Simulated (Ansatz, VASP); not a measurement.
# CaZn7 in VASP and in Ansatz

```
Ca Zn
1.0
     6.81211    0.00000    0.00000
    -3.40606    5.89946    0.00000
     0.00000    0.00000    5.75415
Ca Zn
1 7
Direct
  0.00000 0.00000 0.00000
  0.21265 0.78735 0.50000
  0.21265 0.42530 0.50000
  0.57470 0.78735 0.50000
  0.78735 0.21265 0.50000
  0.78735 0.57470 0.50000
  0.42530 0.21265 0.50000
  0.00000 0.00000 0.50000
```

Alike in both runs: functional PBE; k mesh 6 × 6 × 8; occupations gaussian, width 0.1 eV; no spin polarisation.

Ansatz relaxed the structure, and its values are those at the end. VASP's run is a single point on that final structure, the one shown.

|  | VASP | Ansatz |
| --- | --- | --- |
| version | VASP 6.6.1 | Ansatz 0.2.0 |
| potentials or method | VASP PAW PBE potentials, release 64 (Ca_sv, Zn), cutoff 520 eV | scalar-relativistic, plane waves, PAW |
| valence electrons in the cell | 94 | 94 |

Ansatz gave:

| Property | Result |
| --- | --- |
| gap on the k mesh at the Fermi level (eV) | none |
| pressure (GPa) | 0.0 |

Question: What did VASP give for the same quantities?

Answer: gap on the k mesh at the Fermi level (eV): none; pressure (GPa): 0.2.

A gap of «none» marks a metal or a gap that the smearing closes.
